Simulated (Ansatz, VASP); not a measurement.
## Ti: VASP beside Ansatz

```
Ti
1.0
     2.86469    0.00000    0.00000
    -1.43234    2.48089    0.00000
     0.00000    0.00000    4.54566
Ti
2
Direct
  0.33333 0.66667 0.25000
  0.66667 0.33333 0.75000
```

Alike in both runs: functional LDA; k mesh 15 × 15 × 8; occupations fermi-dirac, width 0.15 eV; no spin polarisation.

Ansatz relaxed the structure, and its values are those at the end. VASP's run is a single point on that final structure, the one shown.

```csv
,VASP,Ansatz
version,VASP 6.6.1,Ansatz 0.2.0
potentials or method,"VASP PAW LDA potentials, release 64 (Ti_sv), cutoff 520 eV","scalar-relativistic, plane waves, PAW"
valence electrons in the cell,24,24
```

```csv
,VASP,Ansatz,Ansatz less VASP
gap on the k mesh at the Fermi level (eV),none,none,-
pressure (GPa),-0.3,0.0,+0.31
```

Ansatz warns that its potentials were made for another functional, while VASP's fit it. LDA's correlation is that of Perdew and Zunger in VASP and of Perdew and Wang (1992) in Ansatz. A gap of «none» marks a metal or a gap that the smearing closes.
